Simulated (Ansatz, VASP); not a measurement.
## Two plane-wave programs on Be

File POSCAR:

```
Be
1.0
    2.1435829045      0.0000000000      0.0000000000
    0.0000000000      2.1435829045      0.0000000000
    0.0000000000      0.0000000000      2.1435829045
Be
1
Direct
    0.0000000000      0.0000000000      0.0000000000
```

File INCAR.step1:

```
ALGO = Normal
EDIFF = 1E-5
ENCUT = 580
GGA = PE
GGA_COMPAT = False
ISMEAR = -1
LASPH = True
LCHARG = False
LREAL = False
LWAVE = True
NBANDS = 7
NELM = 120
PREC = Accurate
SIGMA = 0.05
```

The input INCAR.step2:

```
ALGO = Normal
EDIFF = 1E-8
ENCUT = 580
GGA_COMPAT = False
ISIF = 2
ISMEAR = -1
ISTART = 1
LASPH = True
LCHARG = False
LEFG = True
LMIXTAU = True
LREAL = False
LWAVE = False
METAGGA = R2SCAN
NBANDS = 7
NELM = 120
PREC = Accurate
SIGMA = 0.05
```

The input KPOINTS:

```
k-points
0
Gamma
  15 15 15
```

Input for Ansatz:

```yaml
crystal:
  lattice:
    - [2.1435829045, 0.0, 0.0]
    - [0.0, 2.1435829045, 0.0]
    - [0.0, 0.0, 2.1435829045]
  atoms:
    - { symbol: Be, position: [0.0, 0.0, 0.0] }
kpoints:
  mp_grid: { grid: [15, 15, 15] }
scf:
  occupations: { method: fermi_dirac, width: 0.05 }
hamiltonian:
  xc: r2scan
  pseudopotentials: { kind: paw }
output:
  forces: true
  stress: true
  eigenvalues: true
  efg: { contact_densities: true }
```

Change from the starting cell: functional r2scan, volume scaled by 0.96, PAW files.

Alike in both runs: task electric field gradients; functional r2SCAN; k mesh 15 × 15 × 15; occupations fermi-dirac, width 0.05 eV; no spin polarisation.

|  | VASP | Ansatz |
| --- | --- | --- |
| version | VASP 6.6.1 | Ansatz 0.2.0 |
| potentials or method | VASP PAW PBE potentials, release 64 (Be) | PAW with Ansatz's default frozen-core files, scalar-relativistic |
| plane-wave cutoff (eV) | 580 | 500 |
| valence electrons in the cell | 2 | 2 |

VASP gave:

- pressure (GPa): 3.2

Estimate Ansatz's values.

pressure (GPa): 3.1.

VASP's potentials were made for PBE, not for r2SCAN.
